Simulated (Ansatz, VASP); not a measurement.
One calculation of TlBr, two programs

Contents of POSCAR:

```
TlBr
1.0
    3.9949064284      0.0000000000      0.0000000000
    0.0000000000      3.9949064284      0.0000000000
    0.0000000000      0.0000000000      3.9949064284
Tl Br
1 1
Direct
    0.0000000000      0.0000000000      0.0000000000
    0.5000000000      0.5000000000      0.5000000000
```

File INCAR.step1:

```
SYSTEM = TlBr
ALGO     = Normal         ! electronic algorithm
EDIFF    = 1E-5           ! SCF threshold, eV
ENCUT    = 400            ! plane-wave cutoff, eV
GGA      = PE             ! functional
GGA_COMPAT= .False.      
ISIF     = 2              ! what is computed and relaxed
ISMEAR   = 0              ! smearing method
LASPH    = .True.         ! aspherical terms in the spheres
LREAL    = .False.        ! projectors in reciprocal space
LWAVE    = .True.         ! write WAVECAR
NBANDS   = 17             ! bands
NELM     = 120            ! most SCF steps
PREC     = Accurate       ! precision mode
SIGMA    = 0.01           ! smearing width, eV
```

The input INCAR.step2:

```
SYSTEM = TlBr
AEXX     = 0.1            ! exact-exchange fraction
ALGO     = Normal         ! electronic algorithm
EDIFF    = 1E-6           ! SCF threshold, eV
ENCUT    = 400            ! plane-wave cutoff, eV
GGA      = PE             ! functional
GGA_COMPAT= .False.      
HFSCREEN = 0.3            ! screening, 1/A
ISIF     = 2              ! what is computed and relaxed
ISMEAR   = 0              ! smearing method
ISTART   = 1            
LASPH    = .True.         ! aspherical terms in the spheres
LCHARG   = .True.         ! write CHGCAR
LELF     = .True.         ! ELF
LHFCALC  = .True.         ! exact exchange
LREAL    = .False.        ! projectors in reciprocal space
LVHAR    = .True.       
LWAVE    = .False.        ! write WAVECAR
NBANDS   = 17             ! bands
NELM     = 120            ! most SCF steps
PREC     = Accurate       ! precision mode
PRECFOCK = Normal       
SIGMA    = 0.01           ! smearing width, eV
```

Contents of KPOINTS:

```
k-points
0
Gamma
  4 4 4
  0 0 0
```

Input for Ansatz:

```yaml
crystal:
  lattice:
    - [3.9949064284, 0.0, 0.0]
    - [0.0, 3.9949064284, 0.0]
    - [0.0, 0.0, 3.9949064284]
  atoms:
    - { symbol: Tl, position: [0.0, 0.0, 0.0] }
    - { symbol: Br, position: [0.5, 0.5, 0.5] }
kpoints:
  mp_grid: { grid: [4, 4, 4] }
hamiltonian:
  xc: { exchange: pbe, correlation: pbe, exx: { coeff: 0.1, omega: 0.3 } }
scf:
  occupations: { method: fixed }
  n_extra_bands: 4
output:
  forces: true
  stress: true
  eigenvalues: true
```

Alike in both runs: task single point; functional PBE-based screened hybrid with a share of 0.1 of exact exchange and HFSCREEN = 0.3; k mesh 4 × 4 × 4; no spin polarisation.

```csv
,VASP,Ansatz
version,VASP 6.6.1,Ansatz 0.2.0
potentials or method,"VASP PAW PBE potentials, release 64 (Tl_d, Br)",plane waves
plane-wave cutoff (eV),400,420
occupations,"gaussian, width 0.01 eV",fixed
valence electrons in the cell,20,20
```

|  | VASP | Ansatz | Ansatz less VASP |
| --- | --- | --- | --- |
| gap on the k mesh at the Fermi level (eV) | 2.09 | 2.09 | -0.006 |
| pressure (GPa) | 0.9 | 0.9 | +0.09 |

VASP's potentials were made for PBE, not for PBE-based screened hybrid. Ansatz's warnings: stress exchange threshold loose, stress scf threshold loose.

Spin-orbit coupling is off throughout.
